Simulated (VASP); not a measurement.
Input of a VASP 6.6.1 run:

Contents of INCAR:

```
PREC = Accurate
ENCUT = 520
EDIFF = 1E-6
ISMEAR = 0
SIGMA = 0.05
LREAL = False
LASPH = True
NELM = 60
ALGO = Normal
ISIF = 2
LWAVE = False
LCHARG = False
GGA = PE
NBANDS = 20
```

File KPOINTS:

```
regular mesh
0
Gamma
  12 12 6
```

File POSCAR:

```
SnSe2
1.0
    3.8109987816      0.0000000000      0.0000000000
   -1.9054993908      3.3004217586      0.0000000000
    0.0000000000      0.0000000000      6.0142600000
Sn Se
1 2
Direct
    0.0000000000      0.0000000000      0.0000000000
    0.3333333333      0.6666666667      0.2500000000
    0.6666666667      0.3333333333      0.7500000000
```

Potentials or basis: VASP PAW PBE potentials, release 64 (Sn_d, Se).

Run with:

```bash
$ cat potpaw_PBE.64/Sn_d/POTCAR potpaw_PBE.64/Se/POTCAR > POTCAR
$ mpirun -np 1 vasp_std > vasp.out
```

Question: What does it give for the largest force?

Answer: 1.043 eV/Å.

Question: Estimate the pressure.

Answer: 7.0 GPa.

Stress tensor (GPa, compression positive):
```
6.24 0.00 0.00
0.00 6.24 0.00
0.00 0.00 8.59
```

Caveat: the cell differs from its parent crystal (strain -0.0200 x Voigt [0, 0, 1, 0, 0, 0]); this functional lacks dispersion, which binds the layers, so the pressure and a relaxed spacing across them are unreliable; forces of over 1 eV/Å act on the atoms, so gaps and moduli don't describe the material at rest.
